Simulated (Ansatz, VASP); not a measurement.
# One calculation of Ta, two programs

POSCAR

```
Ta
1.0
   -1.6203185000      1.6203185000      1.6512800000
    1.6203185000     -1.6203185000      1.6512800000
    1.6822415000      1.6822415000     -1.6512800000
Ta
1
Direct
    0.0000000000      0.0000000000      0.0000000000
```

File INCAR.step1:

```
PREC = Accurate
ENCUT = 520
ISMEAR = 0
SIGMA = 0.15
LREAL = F
LASPH = T
NELM = 100
NBANDS = 12
GGA = PE
ALGO = Normal
EDIFF = 1E-4
LWAVE = T
LCHARG = F
```

File INCAR.step2:

```
PREC = Accurate
ENCUT = 520
EDIFF = 1E-7
ISMEAR = 0
SIGMA = 0.15
LREAL = F
LASPH = T
NELM = 100
ALGO = Normal
ISIF = 2
LWAVE = F
LCHARG = F
METAGGA = R2SCAN
LMIXTAU = T
NBANDS = 12
ISTART = 1
```

The input KPOINTS:

```
regular mesh
0
Gamma
  20 20 20
```

Input for Ansatz:

```yaml
crystal:
  lattice:
    - [-1.6203185, 1.6203185, 1.65128]
    - [1.6203185, -1.6203185, 1.65128]
    - [1.6822415, 1.6822415, -1.65128]
  atoms:
    - { symbol: Ta, position: [0.0, 0.0, 0.0] }
basis:
  ecutwfc: 500
kpoints:
  mp_grid: { grid: [20, 20, 20] }
hamiltonian:
  xc: r2scan
scf:
  occupations: { method: gaussian, width: 0.15 }
output:
  forces: true
  stress: true
  eigenvalues: true
```

Change from the starting cell: strain +0.0375 x Voigt [0, 0, 0, 0, 0, 1], atoms carried along.

Alike in both runs: task single point; functional r2SCAN; k mesh 20 × 20 × 20; occupations gaussian, width 0.15 eV; no spin polarisation.

```csv
,VASP,Ansatz
version,VASP 6.6.1,Ansatz 0.2.0
potentials or method,"VASP PAW PBE potentials, release 64 (Ta_pv), cutoff 520 eV","scalar-relativistic, plane waves, PAW"
valence electrons in the cell,11,13
```

```tsv
	VASP	Ansatz	Ansatz less VASP
gap on the k mesh at the Fermi level (eV)	none	none	-
pressure (GPa)	1.3	0.7	-0.65
traceless stress, the component that is largest in VASP (GPa)	-2.92	-2.91	+0.009
```

VASP's potentials were made for PBE, not for r2SCAN. A gap of «none» marks a metal or a gap that the smearing closes. The functional is the same, so the differences come from potentials, cutoffs and numerics. VASP's potentials hold 11 valence electrons a cell and Ansatz's 13, so a difference there can come from the potentials and not from the codes.

Neither program's run includes spin-orbit coupling.
